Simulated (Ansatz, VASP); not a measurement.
# Two plane-wave programs on InSe

```
CELL_PARAMETERS angstrom
5.82639 -2.05465 0.00000
5.82639 2.05465 0.00000
-1.72323 0.00000 4.77135
ATOMIC_POSITIONS crystal
In 0.88820 0.88820 0.04684
In 0.11180 0.11180 0.95316
Se 0.66093 0.66093 0.66896
Se 0.33907 0.33907 0.33104
```

Alike in both runs: task single point; functional PBEsol; k mesh 9 × 9 × 8; occupations fermi-dirac, width 0.02 eV; no spin polarisation.

|  | VASP | Ansatz |
| --- | --- | --- |
| version | VASP 6.6.1 | Ansatz 0.2.0 |
| potentials or method | VASP PAW PBE potentials, release 64 (In_d, Se), cutoff 520 eV | scalar-relativistic, plane waves, PAW |
| valence electrons in the cell | 38 | 58 |

Ansatz gave:

```
gap on the k mesh at the Fermi level (eV)                     : 1.09
pressure (GPa)                                                : -1.2
traceless stress, the component that is largest in VASP (GPa) : -0.28
rms of the force components (eV/Å)                            : 0.030
```

Question: Which values does VASP return?

Answer: gap on the k mesh at the Fermi level (eV): 1.08; pressure (GPa): -1.1; traceless stress, the component that is largest in VASP (GPa): -0.29; rms of the force components (eV/Å): 0.035.

VASP's potentials were made for PBE, not for PBEsol. Atom by atom the forces differ by 0.011 eV/Å (rms over components). With one functional, cell and mesh, what is left measures potentials, basis and numerics. VASP's potentials hold 38 valence electrons a cell and Ansatz's 58, so a difference there can come from the potentials and not from the codes. Ansatz's warnings: stress scf threshold loose.
